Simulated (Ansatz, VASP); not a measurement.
# Two plane-wave programs on TaN

File INCAR:

```
SYSTEM = TaN
PREC = Accurate ; ENCUT = 520
EDIFF = 1E-6 ; ISMEAR = 0
SIGMA = 0.15 ; LREAL = .False.
LASPH = .True. ; NELM = 60
ALGO = Normal ; ISIF = 2
LWAVE = .False. ; LCHARG = .True.
GGA = PE ; LELF = .True.
LVHAR = .True. ; NBANDS = 24
```

Contents of KPOINTS:

```
regular mesh
0
Gamma
  18 18 8
  0 0 0
```

File POSCAR:

```
TaN
1.0
    3.0277564179      0.0000000000      0.0000000000
   -1.5138782090      2.6221139744      0.0000000000
    0.0000000000      0.0000000000      6.6135283437
Ta N
2 2
Direct
    0.3333333333      0.6666666667      0.0304880884
    0.6666666667      0.3333333333      0.5304880884
    0.3333333333      0.6666666667      0.3545119116
    0.6666666667      0.3333333333      0.8545119116
```

Input for Ansatz:

```yaml
crystal:
  lattice:
    - [3.0277564179, 0.0, 0.0]
    - [-1.513878209, 2.6221139744, 0.0]
    - [0.0, 0.0, 6.6135283437]
  atoms:
    - { symbol: Ta, position: [0.3333333333, 0.6666666667, 0.0304880884] }
    - { symbol: Ta, position: [0.6666666667, 0.3333333333, 0.5304880884] }
    - { symbol: "N", position: [0.3333333333, 0.6666666667, 0.3545119116] }
    - { symbol: "N", position: [0.6666666667, 0.3333333333, 0.8545119116] }
basis:
  ecutwfc: 520.0
kpoints:
  mp_grid: { grid: [18, 18, 8] }
hamiltonian:
  xc: pbe
  pseudopotentials: { kind: paw, azcp: { folder: soft_1 } }
scf:
  occupations: { method: gaussian, width: 0.15 }
output:
  forces: true
  stress: true
  eigenvalues: true
```

Alike in both runs: task single point; functional PBE; k mesh 18 × 18 × 8; occupations gaussian, width 0.15 eV; no spin polarisation.

|  | VASP | Ansatz |
| --- | --- | --- |
| version | VASP 6.6.1 | Ansatz 0.2.0 |
| potentials or method | VASP PAW PBE potentials, release 64 (Ta_pv, N), cutoff 520 eV | scalar-relativistic, plane waves, PAW |
| valence electrons in the cell | 32 | 36 |

Ansatz gave:

```
gap on the k mesh at the Fermi level (eV)                     : 0.03
least direct gap on the mesh (eV)                             : 0.42
pressure (GPa)                                                : -3.3
traceless stress, the component that is largest in VASP (GPa) : -27.96
rms of the force components (eV/Å)                            : 0.844
```

**Question.** What did VASP give for the same quantities?

**Answer.** gap on the k mesh at the Fermi level (eV): 0.03; least direct gap on the mesh (eV): 0.43; pressure (GPa): -2.8; traceless stress, the component that is largest in VASP (GPa): -27.83; rms of the force components (eV/Å): 0.857.

Atom by atom the forces differ by 0.014 eV/Å (rms over components). VASP's potentials hold 32 valence electrons a cell and Ansatz's 36, so a difference there can come from the potentials and not from the codes.

Neither program's run includes spin-orbit coupling.
